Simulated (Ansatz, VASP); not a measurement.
# Two plane-wave programs on Ta

File INCAR:

```
SYSTEM = Ta
PREC = Accurate
ENCUT = 500
EDIFF = 1E-6
ISMEAR = -1
SIGMA = 0.05
LREAL = .False.
LASPH = .True.
NELM = 120
ALGO = Normal
ISIF = 2
LWAVE = .False.
LCHARG = .True.
LELF = .True.
LVHAR = .True.
NBANDS = 20
GGA_COMPAT = .False.
```

KPOINTS

```
regular mesh
0
Gamma
  11 11 5
  0 0 0
```

Contents of POSCAR:

```
Ta
1.0
    2.9003720726      0.0000000000      0.0000000000
   -1.4501860363      2.5117958953      0.0000000000
    0.0000000000      0.0000000000      5.1662740000
Ta
2
Direct
    0.3333333333      0.6666666667      0.2500000000
    0.6666666667      0.3333333333      0.7500000000
```

The input input.yaml:

```yaml
crystal:
  lattice:
    - [2.9003720726, 0.0, 0.0]
    - [-1.4501860363, 2.5117958953, 0.0]
    - [0.0, 0.0, 5.166274]
  atoms:
    - { symbol: Ta, position: [0.3333333333, 0.6666666667, 0.25] }
    - { symbol: Ta, position: [0.6666666667, 0.3333333333, 0.75] }
hamiltonian:
  xc: lda
  pseudopotentials: { kind: paw }
kpoints:
  mp_grid: { grid: [11, 11, 5] }
scf:
  occupations: { method: fermi_dirac, width: 0.05 }
output:
  forces: true
  stress: true
  eigenvalues: true
  write_density: true
  write_potential: true
  elf: true
  volumetric_format: npy
```

Alike in both runs: task single point; functional LDA; k mesh 11 × 11 × 5; occupations fermi-dirac, width 0.05 eV; no spin polarisation.

```csv
,VASP,Ansatz
version,VASP 6.6.1,Ansatz 0.2.0
potentials or method,"VASP PAW LDA potentials, release 64 (Ta_sv_GW)",Ansatz PAW
plane-wave cutoff (eV),500,420
valence electrons in the cell,26,26
```

```csv
,VASP,Ansatz,Ansatz less VASP
gap on the k mesh at the Fermi level (eV),none,none,-
pressure (GPa),-12.4,-12.0,+0.49
"traceless stress, the component that is largest in VASP (GPa)",2.10,2.07,-0.031
```

LDA's correlation is that of Perdew and Zunger in VASP and of Perdew and Wang (1992) in Ansatz. A gap of «none» marks a metal or a gap that the smearing closes.

Neither program's run includes spin-orbit coupling.
